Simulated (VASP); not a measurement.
**AlRuN: single point with r2SCAN**

AlRuN:

```
N Ru Al
1.0
     0.00000    3.55867    0.00000
     3.55867    0.00000    0.00000
     1.77934    1.77934   -6.08487
N Ru Al
2 2 2
Cartesian
  0.0000 0.0000 0.0000
  1.7793 3.5587 -3.0424
  1.7793 1.7793 -1.0223
  3.5587 1.7793 -4.0647
  3.5587 3.5587 -5.0833
  3.5587 1.7793 -2.0409
```

```json
{
 "Program": "VASP 6.6.1",
 "Task": "single point",
 "Functional": "r2SCAN",
 "Potentials or basis": "VASP PAW PBE potentials, release 64 (N, Ru_pv, Al)",
 "Cutoff": "520 eV",
 "k mesh": "10 × 10 × 10",
 "Occupations": "gaussian, width 0.054 eV",
 "Spin": "no spin polarisation",
 "Dipole correction": "no",
 "Further INCAR settings": "ALGO = Normal; EDIFF = 1e-06; NBANDS = 31"
}
```

The pressure is 31.3 GPa. The largest force is 1.024 eV/Å. The band gap on the k mesh is zero (bands 22 and 23 overlap by 0.18 eV).

Forces in eV/Å, atoms in the order of the input:
```
N    0.000  0.000 -0.035
N    0.000  0.000 -0.035
Ru   0.000  0.000 -0.988
Ru   0.000  0.000 -0.988
Al   0.000  0.000  1.024
Al   0.000  0.000  1.024
```

Stress tensor (GPa, compression positive):
```
15.88  0.00  0.00
 0.00 15.88  0.00
 0.00  0.00 62.29
```

Levels at points of the mesh, in eV from the Fermi level:
```tsv
k point	band 20	band 21	band 22	band 23	band 24	band 25
(0.00, 0.00, 0.00)	-0.71	-0.47	-0.43	-0.10	0.52	0.52
(0.50, 0.00, 0.00)	-0.92	-0.53	-0.21	0.66	1.28	1.77
(0.50, 0.50, 0.00)	-0.73	-0.52	-0.52	1.51	1.51	2.71
(0.00, 0.00, 0.50)	-1.12	-0.67	-0.67	0.58	0.58	1.17
```

Run time: 8.7 min on 1 thread of Intel(R) Xeon(R) Platinum 8488C (Sapphire Rapids) (shared host), peak memory 0.35 GiB.

Caveat: the stress differs along the axes, from 16 to 62 GPa; the PAW data sets were made with another functional, which shifts forces and pressure a little.
